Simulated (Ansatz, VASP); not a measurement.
# One calculation of AgCl, two programs

```
Ag Cl
1.0
     4.30099    0.00000    0.00000
    -2.15049    3.72476    0.00000
     0.00000    0.00000    6.94775
Ag Cl
2 2
Direct
  0.66667 0.33333 0.49908
  0.33333 0.66667 0.99908
  0.66667 0.33333 0.87792
  0.33333 0.66667 0.37792
```

Alike in both runs: functional PBE; k mesh 9 × 9 × 4; occupations gaussian, width 0.02 eV; no spin polarisation.

Ansatz relaxed the structure, and its values are those at the end. VASP's run is a single point on that final structure, the one shown.

|  | VASP | Ansatz |
| --- | --- | --- |
| version | VASP 6.6.1 | Ansatz 0.2.0 |
| potentials or method | VASP PAW PBE potentials, release 64 (Ag, Cl), cutoff 520 eV | scalar-relativistic, plane waves, PAW |
| valence electrons in the cell | 36 | 52 |

|  | VASP | Ansatz | Ansatz less VASP |
| --- | --- | --- | --- |
| gap on the k mesh at the Fermi level (eV) | 1.31 | 1.31 | +0.001 |
| least direct gap on the mesh (eV) | 1.31 | 1.31 | +0.001 |
| pressure (GPa) | -0.1 | 0.0 | +0.10 |

VASP's potentials hold 36 valence electrons a cell and Ansatz's 52, so a difference there can come from the potentials and not from the codes.
